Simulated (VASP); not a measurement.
# Si (P6_3/mmc) in VASP: further runs

Si is run at these levels: PBE; tasks: single point.

Program: VASP 6.6.1. These are calculated values, not measurements. Logs are shortened: lines on timing, memory, paths and dates and some standing lists are left out, and cuts for length are marked.

### 1 The cell of the first run

The structure is hexagonal, space group P6_3/mmc (No. 194). The conventional cell has a = 3.726 Å, b = 3.726 Å, c = 6.799 Å, α = 90.00°, β = 90.00°, γ = 120.00°. Si (site symmetry 3m) has 4 Si at 2.32 to 2.54 Å within 3.1 Å.

This isn't the form of Si at room conditions, which is diamond.

### 2 Single point, PBE (20.44 Å³/atom, c/a of the conventional cell at fixed volume 1.8246)

INCAR

```
PREC = Accurate ; ENCUT = 520
EDIFF = 1E-6 ; ISMEAR = 0
SIGMA = 0.05 ; LREAL = False
LASPH = True ; NELM = 80
ALGO = Normal ; ISIF = 2
LWAVE = False ; LCHARG = False
GGA = PE ; NBANDS = 16
```

KPOINTS

```
regular mesh
0
Gamma
  12 12 6
```

POSCAR

```
Si
1.0
    3.7261315656      0.0000000000      0.0000000000
   -1.8630657828      3.2269245936      0.0000000000
    0.0000000000      0.0000000000      6.7986996546
Si
4
Direct
    0.3333333333      0.6666666667      0.0629320729
    0.6666666667      0.3333333333      0.5629320729
    0.3333333333      0.6666666667      0.4370679271
    0.6666666667      0.3333333333      0.9370679271
```

Potentials or basis: VASP PAW PBE potentials, release 64 (Si).

Started as:

```
$ cat potpaw_PBE.64/Si/POTCAR > POTCAR
$ mpirun -np 1 vasp_std > vasp.out
```

OUTCAR:

```text
PREC = Accurate
   ENCUT = 520
   EDIFF = 1E-6
   ISMEAR = 0
   LREAL = False
   LASPH = True
   NELM = 80
   ISIF = 2
   GGA = PE

 ion  position               nearest neighbor table
   1  0.333  0.667  0.063-   4 2.32   4 2.32   4 2.32   3 2.54
   2  0.667  0.333  0.563-   3 2.32   3 2.32   3 2.32   4 2.54
   3  0.333  0.667  0.437-   2 2.32   2 2.32   2 2.32   1 2.54
   4  0.667  0.333  0.937-   1 2.32   1 2.32   1 2.32   2 2.54

  LATTYP: Found a hexagonal cell.
 ALAT       =     3.7261315656
 C/A-ratio  =     1.8246000000

  Lattice vectors:

 A1 = (   3.7261315656,   0.0000000000,   0.0000000000)
 A2 = (  -1.8630657828,   3.2269245936,   0.0000000000)
 A3 = (   0.0000000000,   0.0000000000,   6.7986996546)

Analysis of symmetry for initial positions (statically):
=====================================================================
 Subroutine PRICEL returns:
 Original cell was already a primitive cell.

 Routine SETGRP: Setting up the symmetry group for a
 hexagonal supercell.

 Subroutine GETGRP returns: Found 24 space group operations
 (whereof 12 operations were pure point group operations)
 out of a pool of 24 trial point group operations.

The static configuration has the point symmetry D_3d.
 The point group associated with its full space group is D_6h.

Analysis of symmetry for dynamics (positions and initial velocities):
=====================================================================
 Subroutine PRICEL returns:
 Original cell was already a primitive cell.

 Routine SETGRP: Setting up the symmetry group for a
 hexagonal supercell.

 Subroutine GETGRP returns: Found 24 space group operations
 (whereof 12 operations were pure point group operations)
 out of a pool of 24 trial point group operations.

The dynamic configuration has the point symmetry D_3d.
 The point group associated with its full space group is D_6h.

 Subroutine INISYM returns: Found 24 space group operations
 (whereof 12 operations are pure point group operations),
 and found     1 'primitive' translations

----------------------------------------------------------------------------------------

                                     Primitive cell

  volume of cell :      81.7472

  direct lattice vectors                    reciprocal lattice vectors
     3.726131566  0.000000000  0.000000000     0.268374850  0.154946292  0.000000000
[... 85 lines left out ...]
   LNONCOLLINEAR =      F non collinear calculations
   LSORBIT =      F    spin-orbit coupling
   LASPH  =      T    aspherical Exc in radial PAW
   ENCUT  =  520.0 eV  38.22 Ry    6.18 a.u.   6.93  6.93 12.64*2*pi/ulx,y,z
   NELM   =     80;   NELMIN=  2; NELMDL= -5     # of ELM steps
   EDIFF  = 0.1E-05   stopping-criterion for ELM
   LREAL  =      F    real-space projection
[... 7 lines left out ...]
   TEBEG  =    0.0;   TEEND  =   0.0 temperature during run
   PSTRESS=    0.0 pullay stress
   NELECT =      16.0000    total number of electrons
   NUPDOWN=      -1.0000    fix difference up-down
   EMIN   =  10.00;   EMAX   =-10.00  energy-range for DOS
   EFERMI =   0.00;   METHOD = LEGACY
   ISMEAR =     0;   SIGMA  =   0.05  broadening in eV -4-tet -1-fermi 0-gaus
   EFERMI_NEDOS =   21; number of points for ismear=-14 and -15
   IALGO  =     38    algorithm
   IMIX   =      4    mixing-type and parameters
     AMIX     =   0.40;   BMIX     =  1.00
     AMIX_MAG =   1.60;   BMIX_MAG =  1.00
  volume/ion in A,a.u.               =      20.44       137.91
  Fermi-wavevector in a.u.,A,eV,Ry     =   0.950511  1.796206 12.292475  0.903471
  Thomas-Fermi vector in A             =   2.078895
   LORBIT       =      0    0 simple, 1 ext, 2 COOP (PROOUT), +10 PAW based schemes
   GGA     = PE    functional components
   LHFCALC =     F    Hartree Fock is set to
   AEXX    =    0.0000 exact exchange contribution
   IVDW    =     0    specifies the selected vdW correction
   LEPSILON=     F    determine dielectric tensor
   LRPA    =     F    only Hartree local field effects (RPA)
 non-spin polarized calculation
 Gauss-broadening in eV      SIGMA  =   0.05
  energy-cutoff  :      520.00
  volume of cell :       81.75
 maximum number of plane-waves:      2222
 NGX is ok and might be reduce to    28
   NGX = 13   NGY = 13   NGZ = 25

 number of electron      16.0000001 magnetization

 Free energy of the ion-electron system (eV)
  ---------------------------------------------------
  ext. energy  EPLUGINS =         0.00000000
  ---------------------------------------------------
  free energy    TOTEN  =       -21.32813476 eV

  energy without entropy =      -21.32813476  energy(sigma->0) =      -21.32813476

 E-fermi :   6.1288     XC(G=0):  -9.3319

 val. band max:        5.9103321432   @ k =   0.0000   0.0000   0.0000
 cond. band min:       6.3413047177   @ k =   0.5000   0.0000   0.3333
 fundamental gap:      0.4309725745
 Fermi energy:         6.1288311384

 k-point     1 :       0.0000    0.0000    0.0000
  band No.  band energies     occupation
      1      -6.2445      2.00000
      2      -4.5979      2.00000
      3      -1.1231      2.00000
      4       4.8799      2.00000
      5       4.8799      2.00000
      6       5.2857      2.00000
[... 433 lines left out ...]
      3      -0.7977      2.00000
      4       1.0563      2.00000
      5       1.3108      2.00000
      6       3.5515      2.00000
[... 8 lines left out ...]
     15      13.1491      0.00000
     16      13.3274      0.00000

 [... further k-points ...]

------------------------ aborting loop because EDIFF is reached ----------------------------------------

  FORCE on cell =-STRESS in cart. coord.  units (eV):
  Direction    XX          YY          ZZ          XY          YZ          ZX
  --------------------------------------------------------------------------------------
  -------------------------------------------------------------------------------------
  Total        3.6940776      3.6940776     -5.7695705      0.0000000     -0.0000000      0.0000000
  in kB       72.4008622     72.4008622   -113.0788038      0.0000000     -0.0000000      0.0000000
  external PRESSURE =      10.5743069 kB  Pullay stress =       0.0000000 kB

 VOLUME and BASIS-vectors are now :
 -----------------------------------------------------------------------------
  energy-cutoff  :      520.00
  volume of cell :       81.75
      direct lattice vectors                 reciprocal lattice vectors
     3.726131566  0.000000000  0.000000000     0.268374850  0.154946292  0.000000000
    -1.863065783  3.226924594  0.000000000     0.000000000  0.309892584  0.000000000
     0.000000000  0.000000000  6.798699655     0.000000000  0.000000000  0.147086951

 POSITION                                       TOTAL-FORCE (eV/Angst)
 -----------------------------------------------------------------------------------
     -0.00000      2.15128      0.42786         0.000000     -0.000000      0.698404
      1.86307      1.07564      3.82721        -0.000000     -0.000000      0.698404
     -0.00000      2.15128      2.97149         0.000000      0.000000     -0.698404
      1.86307      1.07564      6.37084        -0.000000     -0.000000     -0.698404
 -----------------------------------------------------------------------------------
    total drift:                               -0.000000      0.000000     -0.000000

  FREE ENERGIE OF THE ION-ELECTRON SYSTEM (eV)
  ---------------------------------------------------
  free  energy   TOTEN  =       -21.3281347580 eV

  energy  without entropy=      -21.3281347580  energy(sigma->0) =      -21.32813476
```

OSZICAR:

```text
N       E                     dE             d eps       ncg     rms          rms(c)
DAV:   1     0.256675145995E+02    0.25668E+02   -0.59253E+03  2432   0.818E+02
DAV:   2    -0.199441974828E+02   -0.45612E+02   -0.41031E+02  3360   0.117E+02
DAV:   3    -0.217348334241E+02   -0.17906E+01   -0.17783E+01  3272   0.222E+01
DAV:   4    -0.217556485784E+02   -0.20815E-01   -0.20811E-01  3040   0.308E+00
DAV:   5    -0.217560237527E+02   -0.37517E-03   -0.37514E-03  3384   0.393E-01    0.685E+00
DAV:   6    -0.214501098541E+02    0.30591E+00   -0.16065E-01  2960   0.200E+00    0.412E+00
DAV:   7    -0.213260224687E+02    0.12409E+00   -0.31574E-01  3120   0.281E+00    0.348E-01
DAV:   8    -0.213277288003E+02   -0.17063E-02   -0.34592E-02  2880   0.106E+00    0.213E-01
DAV:   9    -0.213280030523E+02   -0.27425E-03   -0.13313E-03  3192   0.220E-01    0.112E-01
DAV:  10    -0.213281199672E+02   -0.11691E-03   -0.40836E-04  3032   0.111E-01    0.349E-02
DAV:  11    -0.213281341442E+02   -0.14177E-04   -0.86635E-05  3288   0.490E-02    0.259E-02
DAV:  12    -0.213281347580E+02   -0.61382E-06   -0.79657E-06  2928   0.153E-02
   1 F= -.21328135E+02 E0= -.21328135E+02  d E =-.634623E-11
```

Run time: 65 s. Hardware: 1 thread of Intel Xeon Platinum 8259CL at 2.50GHz (Skylake/Cascade Lake), shared host; peak memory 0.22 GiB.

What came out:

```yaml
Free_energy: -21.3281 eV
Pressure: 1.1 GPa
Largest_force: 0.698 eV/Å
Band_gap_on_the_k_mesh: 0.43 eV (least direct gap 0.61 eV)
```

Forces on the atoms (eV/Å):
```
Si   0.000  0.000  0.698
Si   0.000  0.000  0.698
Si   0.000  0.000 -0.698
Si   0.000  0.000 -0.698
```

Stress tensor (GPa, compression positive):
```
  7.24   0.00   0.00
  0.00   7.24   0.00
  0.00   0.00 -11.31
```

Caveat: the cell differs from its parent crystal (c/a of the conventional cell at fixed volume 1.8246); the stress differs along the axes, from -11 to 7 GPa.

### 3 Single point, PBE (20.44 Å³/atom, c/a of the conventional cell at fixed volume 1.4808)

INCAR

```
SYSTEM = Si
  ALGO = Normal
  EDIFF = 1E-6
  ENCUT = 520
  GGA = PE
  ISIF = 2
  ISMEAR = 0
  LASPH = .TRUE.
  LCHARG = .FALSE.
  LREAL = .FALSE.
  LWAVE = .FALSE.
  NBANDS = 16
  NELM = 100
  PREC = Accurate
  SIGMA = 0.05
```

KPOINTS

```
k-points
0
G
  12 12 6
  0 0 0
```

POSCAR

```
Si
1.0
    3.9946794941      0.0000000000      0.0000000000
   -1.9973397471      3.4594939219      0.0000000000
    0.0000000000      0.0000000000      5.9153213949
Si
4
Direct
    0.3333333333      0.6666666667      0.0629320729
    0.6666666667      0.3333333333      0.5629320729
    0.3333333333      0.6666666667      0.4370679271
    0.6666666667      0.3333333333      0.9370679271
```

Potentials or basis: VASP PAW PBE potentials, release 64 (Si).

Started as:

```
$ cat potpaw_PBE.64/Si/POTCAR > POTCAR
$ mpirun -np 1 vasp_std > vasp.out
```

OUTCAR:

```text
SYSTEM = Si
   EDIFF = 1E-6
   ENCUT = 520
   GGA = PE
   ISIF = 2
   ISMEAR = 0
   LASPH = .TRUE.
   LREAL = .FALSE.
   NELM = 100
   PREC = Accurate

 ion  position               nearest neighbor table
   1  0.333  0.667  0.063-   3 2.21   4 2.42   4 2.42   4 2.42
   2  0.667  0.333  0.563-   4 2.21   3 2.42   3 2.42   3 2.42
   3  0.333  0.667  0.437-   1 2.21   2 2.42   2 2.42   2 2.42
   4  0.667  0.333  0.937-   2 2.21   1 2.42   1 2.42   1 2.42

  LATTYP: Found a hexagonal cell.
 ALAT       =     3.9946794941
 C/A-ratio  =     1.4808000000

  Lattice vectors:

 A1 = (   3.9946794941,   0.0000000000,   0.0000000000)
 A2 = (  -1.9973397471,   3.4594939219,   0.0000000000)
 A3 = (   0.0000000000,   0.0000000000,   5.9153213949)

Analysis of symmetry for initial positions (statically):
=====================================================================
 Subroutine PRICEL returns:
 Original cell was already a primitive cell.

 Routine SETGRP: Setting up the symmetry group for a
 hexagonal supercell.

 Subroutine GETGRP returns: Found 24 space group operations
 (whereof 12 operations were pure point group operations)
 out of a pool of 24 trial point group operations.

The static configuration has the point symmetry D_3d.
 The point group associated with its full space group is D_6h.

Analysis of symmetry for dynamics (positions and initial velocities):
=====================================================================
 Subroutine PRICEL returns:
 Original cell was already a primitive cell.

 Routine SETGRP: Setting up the symmetry group for a
 hexagonal supercell.

 Subroutine GETGRP returns: Found 24 space group operations
 (whereof 12 operations were pure point group operations)
[... 123 lines left out ...]
   EFERMI_NEDOS =   21; number of points for ismear=-14 and -15
   IALGO  =     38    algorithm
   IMIX   =      4    mixing-type and parameters
     AMIX     =   0.40;   BMIX     =  1.00
     AMIX_MAG =   1.60;   BMIX_MAG =  1.00
  volume/ion in A,a.u.               =      20.44       137.91
  Fermi-wavevector in a.u.,A,eV,Ry     =   0.950511  1.796206 12.292475  0.903471
  Thomas-Fermi vector in A             =   2.078895
   LORBIT       =      0    0 simple, 1 ext, 2 COOP (PROOUT), +10 PAW based schemes
   GGA     = PE    functional components
   LHFCALC =     F    Hartree Fock is set to
   AEXX    =    0.0000 exact exchange contribution
   IVDW    =     0    specifies the selected vdW correction
   LEPSILON=     F    determine dielectric tensor
   LRPA    =     F    only Hartree local field effects (RPA)
 non-spin polarized calculation
 Gauss-broadening in eV      SIGMA  =   0.05
  energy-cutoff  :      520.00
  volume of cell :       81.75
 maximum number of plane-waves:      2242
 NGX is ok and might be reduce to    30
   NGX = 15   NGY = 15   NGZ = 21

 number of electron      15.9999999 magnetization

 Free energy of the ion-electron system (eV)
  ---------------------------------------------------
  ext. energy  EPLUGINS =         0.00000000
  ---------------------------------------------------
  free energy    TOTEN  =       -21.16698817 eV

  energy without entropy =      -21.16663315  energy(sigma->0) =      -21.16681066

 E-fermi :   5.8559     XC(G=0):  -9.3106

 val. band max:        5.8527807622   @ k =   0.5000  -0.0000   0.0000
 cond. band min:       5.9332421503   @ k =   0.4167  -0.0000   0.0000
 fundamental gap:      0.0804613881
 Fermi energy:         5.8558890907

 k-point     1 :       0.0000    0.0000    0.0000
  band No.  band energies     occupation
      1      -6.2557      2.00000
      2      -3.1914      2.00000
      3      -1.4804      2.00000
      4       3.8111      2.00000
      5       3.8111      2.00000
      6       5.5397      2.00000
[... 433 lines left out ...]
      3      -1.3153      2.00000
      4       1.3020      2.00000
      5       1.4471      2.00000
      6       2.8086      2.00000
[... 8 lines left out ...]
     15      12.3825      0.00000
     16      12.7460      0.00000

 [... further k-points ...]

------------------------ aborting loop because EDIFF is reached ----------------------------------------

  FORCE on cell =-STRESS in cart. coord.  units (eV):
  Direction    XX          YY          ZZ          XY          YZ          ZX
  --------------------------------------------------------------------------------------
  -------------------------------------------------------------------------------------
  Total       -3.7379228     -3.7379228     10.1812974      0.0000000      0.0000000      0.0000000
  in kB      -73.2601910    -73.2601910    199.5449992      0.0000000      0.0000000      0.0000000
  external PRESSURE =      17.6748724 kB  Pullay stress =       0.0000000 kB

 VOLUME and BASIS-vectors are now :
 -----------------------------------------------------------------------------
  energy-cutoff  :      520.00
  volume of cell :       81.75
      direct lattice vectors                 reciprocal lattice vectors
     3.994679494  0.000000000  0.000000000     0.250332975  0.144529810  0.000000000
    -1.997339747  3.459493922  0.000000000     0.000000000  0.289059620  0.000000000
     0.000000000  0.000000000  5.915321395     0.000000000  0.000000000  0.169052522

 POSITION                                       TOTAL-FORCE (eV/Angst)
 -----------------------------------------------------------------------------------
     -0.00000      2.30633      0.37226         0.000000     -0.000000     -1.549714
      1.99734      1.15316      3.32992        -0.000000      0.000000     -1.549714
     -0.00000      2.30633      2.58540         0.000000     -0.000000      1.549714
      1.99734      1.15316      5.54306        -0.000000      0.000000      1.549714
 -----------------------------------------------------------------------------------
    total drift:                               -0.000000      0.000000     -0.000000

  FREE ENERGIE OF THE ION-ELECTRON SYSTEM (eV)
  ---------------------------------------------------
  free  energy   TOTEN  =       -21.1669881700 eV

  energy  without entropy=      -21.1666331483  energy(sigma->0) =      -21.16681066
```

OSZICAR:

```text
N       E                     dE             d eps       ncg     rms          rms(c)
DAV:   1     0.265139147014E+02    0.26514E+02   -0.58826E+03  2432   0.814E+02
DAV:   2    -0.197207492053E+02   -0.46235E+02   -0.41574E+02  3272   0.121E+02
DAV:   3    -0.215650836166E+02   -0.18443E+01   -0.18239E+01  3344   0.227E+01
DAV:   4    -0.215875237034E+02   -0.22440E-01   -0.22433E-01  3032   0.319E+00
DAV:   5    -0.215879443045E+02   -0.42060E-03   -0.42057E-03  3344   0.413E-01    0.688E+00
DAV:   6    -0.212894970977E+02    0.29845E+00   -0.14617E-01  2960   0.193E+00    0.415E+00
DAV:   7    -0.211642583364E+02    0.12524E+00   -0.29746E-01  2992   0.273E+00    0.339E-01
DAV:   8    -0.211662500115E+02   -0.19917E-02   -0.30094E-02  2872   0.100E+00    0.238E-01
DAV:   9    -0.211669012513E+02   -0.65124E-03   -0.15565E-03  3184   0.233E-01    0.125E-01
DAV:  10    -0.211669419013E+02   -0.40650E-04   -0.77085E-04  2944   0.149E-01    0.322E-02
DAV:  11    -0.211669771622E+02   -0.35261E-04   -0.94150E-05  3280   0.494E-02    0.361E-02
DAV:  12    -0.211669819801E+02   -0.48179E-05   -0.65715E-06  3032   0.148E-02    0.253E-02
DAV:  13    -0.211669880089E+02   -0.60289E-05   -0.10788E-05  2752   0.167E-02    0.433E-03
DAV:  14    -0.211669881700E+02   -0.16104E-06   -0.88525E-08  2312   0.178E-03
   1 F= -.21166988E+02 E0= -.21166811E+02  d E =-.355022E-03
```

stdout:

```text
POSCAR found type information on POSCAR Si
 POSCAR found :  1 types and       4 ions
 scaLAPACK will be used
 LDA part: xc-table for (Slater+PW92), standard interpolation
 POSCAR, INCAR and KPOINTS ok, starting setup
 FFT: planning ... GRIDC
 FFT: planning ... GRID_SOFT
 FFT: planning ... GRID
 WAVECAR not read
 entering main loop
```

Wall time 78 s (1 thread of Intel Xeon Platinum 8259CL at 2.50GHz (Skylake/Cascade Lake), shared host); peak memory 0.23 GiB.

Results:

| Item | Value |
| --- | --- |
| Free energy | -21.1670 eV |
| Pressure | 1.8 GPa |
| Largest force | 1.550 eV/Å |
| Band gap on the k mesh | zero (bands 8 and 9 overlap by 0.13 eV) |

Forces on the atoms (eV/Å):
```
Si   0.000  0.000 -1.550
Si   0.000  0.000 -1.550
Si   0.000  0.000  1.550
Si   0.000  0.000  1.550
```

Caveat: the cell differs from its parent crystal (c/a of the conventional cell at fixed volume 1.4808); the stress differs along the axes, from -7 to 20 GPa; semilocal functionals underestimate gaps, and a narrow one can read as zero; forces of over 1 eV/Å act on the atoms, so gaps and moduli don't describe the material at rest.

The gap in the log of VASP goes by the Fermi energy; the results here count the filled bands.